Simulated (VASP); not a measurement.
A run of VASP 6.6.1 is set up as follows.

The input INCAR:

```
PREC     = Accurate       # precision mode
ENCUT    = 520            # plane-wave cutoff, eV
EDIFF    = 1E-6           # SCF threshold, eV
ISMEAR   = 0              # smearing method
SIGMA    = 0.05           # smearing width, eV
LREAL    = False          # projectors in reciprocal space
LASPH    = True           # aspherical terms in the spheres
NELM     = 60             # most SCF steps
ALGO     = Normal         # electronic algorithm
ISIF     = 2              # what is computed and relaxed
LWAVE    = False          # write WAVECAR
LCHARG   = True           # write CHGCAR
GGA      = PS             # functional
LELF     = True           # ELF
LVHAR    = True         
NBANDS   = 20             # bands
```

Contents of KPOINTS:

```
regular mesh
0
Gamma
  10 10 10
```

Contents of POSCAR:

```
TaBi
1.0
    0.0000000000      2.8651395027      2.8651395027
    2.8651395027      0.0000000000      2.8651395027
    2.8651395027      2.8651395027      0.0000000000
Ta Bi
1 1
Direct
    0.5000000000      0.5000000000      0.5000000000
    0.0000000000      0.0000000000      0.0000000000
```

Potentials or basis: VASP PAW PBE potentials, release 64 (Ta_pv, Bi_d).

Run with:

```bash
$ cat potpaw_PBE.64/Ta_pv/POTCAR potpaw_PBE.64/Bi_d/POTCAR > POTCAR
$ mpirun -np 1 vasp_std > vasp.out
```

Problem. Predict the pressure.

Solution. 0.8 GPa.

Problem. Predict the band gap on the k mesh.

Solution. Zero (bands 13 and 14 overlap by 1.09 eV).

Caveat: the PAW data sets were made with another functional, which shifts forces and pressure a little; spin-orbit coupling is left out, which moves the levels of the heavy elements.
